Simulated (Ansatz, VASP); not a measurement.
## Two plane-wave programs on Lu

```xyz
1
Lattice="0.0000 2.4433 2.4433 2.4433 0.0000 2.4433 2.4433 2.4433 0.0000" Properties=species:S:1:pos:R:3 pbc="T T T"
Lu    0.0000    0.0000    0.0000
```

Alike in both runs: task relaxation of cell and atoms; functional PBE; k mesh 15 × 15 × 15; occupations fermi-dirac, width 0.1 eV; no spin polarisation.

```csv
,VASP,Ansatz
version,VASP 6.6.1,Ansatz 0.2.0
potentials or method,"VASP PAW PBE potentials, release 64 (Lu)","PAW with Ansatz's default frozen-core files, scalar-relativistic"
plane-wave cutoff (eV),600,420
valence electrons in the cell,25,25
```

Ansatz gave:

```
relaxed volume (Å³/atom)                                     : 29.09
relaxed cell length with the largest relative difference (Å) : 3.452
```

Question: Which values does VASP return?

Answer: Relaxed volume (Å³/atom): 29.22; relaxed cell length with the largest relative difference (Å): 3.457.

Neither program's run includes spin-orbit coupling.
